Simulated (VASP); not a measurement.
# NbC4 (Pm-3m) in VASP: further runs, part 2 of 2

VASP 6.6.1. The steps go on from the part before.

## Step 4: Relaxation of cell and atoms, PBE

The input, INCAR:

```
SYSTEM = NbC4
PREC = Accurate
ENCUT = 600
EDIFF = 1E-6
ISMEAR = 0
SIGMA = 0.1
LREAL = .False.
LASPH = .True.
NELM = 60
ALGO = Normal
ISIF = 3
LWAVE = .False.
LCHARG = .False.
GGA = PE
IBRION = 2
NSW = 100
EDIFFG = -0.01
```

The input, KPOINTS:

```
regular mesh
0
Gamma
  10 10 10
  0 0 0
```

The input, POSCAR:

```
NbC4
1.0
    4.1582491300      0.0000000000      0.0000000000
    0.0000000000      4.1582491300      0.0000000000
    0.0000000000      0.0000000000      4.1582491300
Nb C
1 4
Direct
    0.5000000000      0.5000000000      0.5000000000
    0.0000000000      0.5000000000      0.5000000000
    0.5000000000      0.0000000000      0.5000000000
    0.5000000000      0.5000000000      0.0000000000
    0.0000000000      0.0000000000      0.0000000000
```

Potentials or basis: VASP PAW PBE potentials, release 64 (Nb_sv, C).

On the command line:

```
$ cat potpaw_PBE.64/Nb_sv/POTCAR potpaw_PBE.64/C/POTCAR > POTCAR
$ mpirun -np 1 vasp_std > vasp.out
```

OUTCAR:

```text
SYSTEM = NbC4
   PREC = Accurate
   ENCUT = 600
   EDIFF = 1E-6
   ISMEAR = 0
   LREAL = .False.
   LASPH = .True.
   NELM = 60
   ISIF = 3
   GGA = PE
   IBRION = 2
   NSW = 100
   EDIFFG = -0.01

 ion  position               nearest neighbor table
   1  0.500  0.500  0.500-   2 2.08   3 2.08   4 2.08   4 2.08   3 2.08   2 2.08
   2  0.000  0.500  0.500-   1 2.08   1 2.08
   3  0.500  0.000  0.500-   1 2.08   1 2.08
   4  0.500  0.500  0.000-   1 2.08   1 2.08
   5  0.000  0.000  0.000-

  LATTYP: Found a simple cubic cell.
 ALAT       =     4.1582491300

  Lattice vectors:

 A1 = (   4.1582491300,   0.0000000000,   0.0000000000)
 A2 = (   0.0000000000,   4.1582491300,   0.0000000000)
 A3 = (   0.0000000000,   0.0000000000,   4.1582491300)

Analysis of symmetry for initial positions (statically):
=====================================================================
 Subroutine PRICEL returns:
 Original cell was already a primitive cell.

 Routine SETGRP: Setting up the symmetry group for a
 simple cubic supercell.

 Subroutine GETGRP returns: Found 48 space group operations
 (whereof 48 operations were pure point group operations)
 out of a pool of 48 trial point group operations.

The static configuration has the point symmetry O_h .

Analysis of symmetry for dynamics (positions and initial velocities):
=====================================================================
 Subroutine PRICEL returns:
 Original cell was already a primitive cell.

 Routine SETGRP: Setting up the symmetry group for a
 simple cubic supercell.

 Subroutine GETGRP returns: Found 48 space group operations
 (whereof 48 operations were pure point group operations)
 out of a pool of 48 trial point group operations.

The dynamic configuration has the point symmetry O_h .

 Subroutine INISYM returns: Found 48 space group operations
 (whereof 48 operations are pure point group operations),
 and found     1 'primitive' translations

----------------------------------------------------------------------------------------

                                     Primitive cell

  volume of cell :      71.9004

  direct lattice vectors                    reciprocal lattice vectors
     4.158249130  0.000000000  0.000000000     0.240485832  0.000000000  0.000000000
     0.000000000  4.158249130  0.000000000     0.000000000  0.240485832  0.000000000
     0.000000000  0.000000000  4.158249130     0.000000000  0.000000000  0.240485832

  length of vectors
     4.158249130  4.158249130  4.158249130     0.240485832  0.240485832  0.240485832

  position of ions in fractional coordinates (direct lattice)
     0.500000000  0.500000000  0.500000000
     0.000000000  0.500000000  0.500000000
     0.500000000  0.000000000  0.500000000
     0.500000000  0.500000000  0.000000000
     0.000000000  0.000000000  0.000000000

  ion indices of the primitive-cell ions
   primitive index   ion index
                 1           1
                 2           2
                 3           3
                 4           4
                 5           5

----------------------------------------------------------------------------------------

[... 28 lines left out ...]
  0.200000  0.000000  0.000000      6.000000
  0.300000  0.000000  0.000000      6.000000
  0.400000  0.000000  0.000000      6.000000
  0.500000  0.000000  0.000000      3.000000
[... 16 lines left out ...]
  0.200000  0.100000  0.100000     24.000000
  0.300000  0.100000  0.100000     24.000000
 [... further k-points ...]
   k-points           NKPTS =     56   k-points in BZ     NKDIM =     56   number of bands    NBANDS=     18
   number of dos      NEDOS =    301   number of ions     NIONS =      5
   total plane-waves  NPLWV =  46656
   dimension x,y,z NGX =    36 NGY =   36 NGZ =   36
   dimension x,y,z NGXF=    72 NGYF=   72 NGZF=   72
   ions per type =               1   4
   NGX,Y,Z   is equivalent  to a cutoff of  14.39, 14.39, 14.39 a.u.
   NGXF,Y,Z  is equivalent  to a cutoff of  28.79, 28.79, 28.79 a.u.
 SYSTEM =  NbC4
   PREC   = accura    normal or accurate (medium, high low for compatibility)
   ISTART =      0    job   : 0-new  1-cont  2-samecut
   ICHARG =      2    charge: 1-file 2-atom 10-const
   ISPIN  =      1    spin polarized calculation?
   LNONCOLLINEAR =      F non collinear calculations
   LSORBIT =      F    spin-orbit coupling
   LASPH  =      T    aspherical Exc in radial PAW
   ENCUT  =  600.0 eV  44.10 Ry    6.64 a.u.   8.31  8.31  8.31*2*pi/ulx,y,z
   NELM   =     60;   NELMIN=  2; NELMDL= -5     # of ELM steps
   EDIFF  = 0.1E-05   stopping-criterion for ELM
   LREAL  =      F    real-space projection
   EDIFFG = -.1E-01   stopping-criterion for IOM
   NSW    =    100    number of steps for IOM
   IBRION =      2    ionic relax: 0-MD 1-quasi-New 2-CG
   NFREE  =      1    steps in history (QN), initial steepest desc. (CG)
   ISIF   =      3    stress and relaxation
   ISYM   =      2    0-nonsym 1-usesym 2-fastsym
   POTIM  = 0.5000    time-step for ionic-motion
   TEBEG  =    0.0;   TEEND  =   0.0 temperature during run
   PSTRESS=    0.0 pullay stress
   NELECT =      29.0000    total number of electrons
   NUPDOWN=      -1.0000    fix difference up-down
   EMIN   =  10.00;   EMAX   =-10.00  energy-range for DOS
   EFERMI =   0.00;   METHOD = LEGACY
   ISMEAR =     0;   SIGMA  =   0.10  broadening in eV -4-tet -1-fermi 0-gaus
   EFERMI_NEDOS =   21; number of points for ismear=-14 and -15
   IALGO  =     38    algorithm
   IMIX   =      4    mixing-type and parameters
     AMIX     =   0.40;   BMIX     =  1.00
     AMIX_MAG =   1.60;   BMIX_MAG =  1.00
  volume/ion in A,a.u.               =      14.38        97.04
  Fermi-wavevector in a.u.,A,eV,Ry     =   1.209568  2.285752 19.906072  1.463055
  Thomas-Fermi vector in A             =   2.345142
   LORBIT       =      0    0 simple, 1 ext, 2 COOP (PROOUT), +10 PAW based schemes
   GGA     = PE    functional components
   LHFCALC =     F    Hartree Fock is set to
   AEXX    =    0.0000 exact exchange contribution
   IVDW    =     0    specifies the selected vdW correction
   LEPSILON=     F    determine dielectric tensor
   LRPA    =     F    only Hartree local field effects (RPA)
 conjugate gradient relaxation of ions
 non-spin polarized calculation
 Gauss-broadening in eV      SIGMA  =   0.10
  energy-cutoff  :      600.00
  volume of cell :       71.90
 maximum number of plane-waves:      2440
 NGX is ok and might be reduce to    36
   NGX = 17   NGY = 17   NGZ = 17

--------------------------------------- Ionic step        1  -------------------------------------------

 number of electron      29.0000000 magnetization

 Free energy of the ion-electron system (eV)
  ---------------------------------------------------
  ext. energy  EPLUGINS =         0.00000000
  ---------------------------------------------------
  free energy    TOTEN  =       -30.21118897 eV

  energy without entropy =      -30.18782928  energy(sigma->0) =      -30.19950913

------------------------ aborting loop because EDIFF is reached ----------------------------------------

  FORCE on cell =-STRESS in cart. coord.  units (eV):
  Direction    XX          YY          ZZ          XY          YZ          ZX
  --------------------------------------------------------------------------------------
  -------------------------------------------------------------------------------------
  Total        0.3442598      0.3442598      0.3442598      0.0000000      0.0000000     -0.0000000
  in kB        7.6712361      7.6712361      7.6712361      0.0000000      0.0000000     -0.0000000
  external PRESSURE =       7.6712361 kB  Pullay stress =       0.0000000 kB
[... 65 lines left out ...]
--------------------------------------- Ionic step        3  -------------------------------------------

 number of electron      29.0000001 magnetization

 Free energy of the ion-electron system (eV)
  ---------------------------------------------------
  ext. energy  EPLUGINS =         0.00000000
  ---------------------------------------------------
  free energy    TOTEN  =       -30.21237039 eV

  energy without entropy =      -30.18889572  energy(sigma->0) =      -30.20063306

 E-fermi :   3.4005     XC(G=0): -10.1454

 val. band max:        3.3757816134   @ k =   0.5000   0.4000   0.2000
 cond. band min:       3.4055641761   @ k =   0.3000   0.3000   0.1000
 fundamental gap:      0.0297825627
 Fermi energy:         3.4004721684

 k-point     1 :       0.0000    0.0000    0.0000
  band No.  band energies     occupation
      1     -50.8022      2.00000
      2     -27.0234      2.00000
      3     -27.0234      2.00000
      4     -27.0234      2.00000
      5      -8.1798      2.00000
      6      -5.8734      2.00000
[... 481 lines left out ...]
      5      -7.4510      2.00000
      6      -5.7889      2.00000
[... 10 lines left out ...]
     17       4.0809      0.00000
     18       4.1660      0.00000

 [... further k-points ...]
[... 5 lines left out ...]
  --------------------------------------------------------------------------------------
  -------------------------------------------------------------------------------------
  Total        0.0004991      0.0004991      0.0004991      0.0000000      0.0000000     -0.0000000
  in kB        0.0110448      0.0110448      0.0110448      0.0000000      0.0000000     -0.0000000
  external PRESSURE =       0.0110448 kB  Pullay stress =       0.0000000 kB
[... 20 lines left out ...]
  FREE ENERGIE OF THE ION-ELECTRON SYSTEM (eV)
  ---------------------------------------------------
  free  energy   TOTEN  =       -30.2123703927 eV

  energy  without entropy=      -30.1888957203  energy(sigma->0) =      -30.20063306

 reached required accuracy - stopping structural energy minimisation
```

It took 1.8 min on 1 thread of Intel Xeon 6975P-C (Granite Rapids), shared host; peak memory 0.26 GiB.

What came out:

```yaml
Free_energy: -30.2124 eV
Relaxed_volume: 14.48 Å³/atom
Relaxed_cell: a = 4.168 Å, b = 4.168 Å, c = 4.168 Å, α = 90.00°, β = 90.00°, γ = 90.00°
Space_group_after_relaxing_to_0.05_Å: Pm-3m (No. 221)
Energy_gained_by_relaxing: 0.2 meV/atom
Ionic_steps: 3
Pressure_after_relaxing: 0.0 GPa
```

The path:
```csv
step,energy change (eV),largest force (eV/Å),pressure (GPa),volume (Å³)
1,0.0000,0.0000,0.77,71.90
2,-0.0009,0.0000,-0.33,72.62
3,-0.0012,0.0000,0.00,72.40
```

Final structure:
```
CELL_PARAMETERS angstrom
4.16780 0.00000 0.00000
0.00000 4.16780 0.00000
0.00000 0.00000 4.16780
ATOMIC_POSITIONS crystal
Nb 0.50000 0.50000 0.50000
C 0.00000 0.50000 0.50000
C 0.50000 0.00000 0.50000
C 0.50000 0.50000 0.00000
C 0.00000 0.00000 0.00000
```

Levels at points of the mesh, in eV from the Fermi level:
| k point | band 10 | band 11 | band 12 | band 13 | band 14 | band 15 | band 16 | band 17 | band 18 |
| --- | --- | --- | --- | --- | --- | --- | --- | --- | --- |
| (0.00, 0.00, 0.00) | -2.31 | -2.31 | 0.80 | 0.80 | 0.80 | 0.89 | 0.89 | 0.89 | 1.21 |
| (0.50, 0.00, 0.00) | -2.43 | -2.43 | -0.77 | -0.77 | 0.14 | 0.19 | 0.25 | 0.85 | 0.85 |
| (0.50, 0.50, 0.00) | -3.78 | -3.10 | -1.86 | -1.86 | -1.45 | -1.45 | -0.08 | 0.41 | 2.06 |
| (0.50, 0.50, 0.50) | -4.45 | -4.45 | -3.91 | -3.91 | -3.63 | 1.08 | 1.08 | 1.08 | 2.44 |

## Step 5: The runs side by side

```csv
task,cell,k mesh,cutoff (eV),gap on the mesh (eV),pressure (GPa)
single point,"a = 4.158 Å, 5 atoms",4 × 4 × 4,520,none,-0.3
single point,"a = 4.171 Å, 5 atoms",10 × 10 × 10,520,none,-0.2
relaxation of cell and atoms,"relaxed from a = 4.158 Å, 5 atoms",10 × 10 × 10,600,none,0.0
```

Alike in all rows: level PBE; potentials or basis VASP PAW PBE potentials, release 64 (Nb_sv, C); no spin polarisation; smearing gaussian 0.1 eV.

Caveats: some runs use coarse meshes.

Absolute energies hang on the potentials; compare differences alone.
